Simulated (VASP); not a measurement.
Here is a VASP 6.6.1 calculation.

File INCAR:

```
SYSTEM = TmHgH4
ALGO     = Normal         ! electronic algorithm
EDIFF    = 1E-6           ! SCF threshold, eV
ENCUT    = 520            ! plane-wave cutoff, eV
GGA      = PE             ! functional
ISIF     = 2              ! what is computed and relaxed
ISMEAR   = 0              ! smearing method
LASPH    = .True.         ! aspherical terms in the spheres
LCHARG   = .False.        ! write CHGCAR
LREAL    = .False.        ! projectors in reciprocal space
LWAVE    = .False.        ! write WAVECAR
NBANDS   = 28             ! bands
NELM     = 80             ! most SCF steps
PREC     = Accurate       ! precision mode
SIGMA    = 0.1            ! smearing width, eV
```

Contents of KPOINTS:

```
k-points
0
Gamma
  12 12 6
  0 0 0
```

File POSCAR:

```
TmHgH4
1.0
    3.4516496546      0.0000000000      0.0000000000
   -1.7258248273      2.9892162859      0.0000000000
    0.0000000000      0.0000000000      6.8649014787
Tm Hg H
1 1 4
Direct
    0.0000000000      0.0000000000      0.5000000000
    0.0000000000      0.0000000000      0.0000000000
    0.3333333333      0.6666666667      0.6404850321
    0.3333333333      0.6666666667      0.3595149679
    0.6666666667      0.3333333333      0.6404850321
    0.6666666667      0.3333333333      0.3595149679
```

Potentials or basis: VASP PAW PBE potentials, release 64 (Tm, Hg, H).

Launch:

```console
$ cat potpaw_PBE.64/Tm/POTCAR potpaw_PBE.64/Hg/POTCAR potpaw_PBE.64/H/POTCAR > POTCAR
$ mpirun -np 1 vasp_std > vasp.out
```

Q: What does it give for the band gap on the k mesh?

A: Zero (an odd number of electrons rules out a gap without spin polarisation).

Q: Predict the pressure.

A: -0.1 GPa.

Q: Estimate the largest force.

A: 0.136 eV/Å.

Forces on the atoms (eV/Å):
```
Tm   0.000  0.000  0.000
Hg   0.000  0.000  0.000
H    0.000  0.000 -0.136
H    0.000  0.000  0.136
H    0.000  0.000 -0.136
H    0.000  0.000  0.136
```

Caveat: spin-orbit coupling is left out, which moves the levels of the heavy elements; an odd number of electrons without spin polarisation forces a metal; a magnetic or distorted state may lie lower; semilocal functionals describe open f shells poorly, which spoils levels, moments and volumes. Spin polarisation is off, so any magnetic state and its effect on volume and gap are missing.
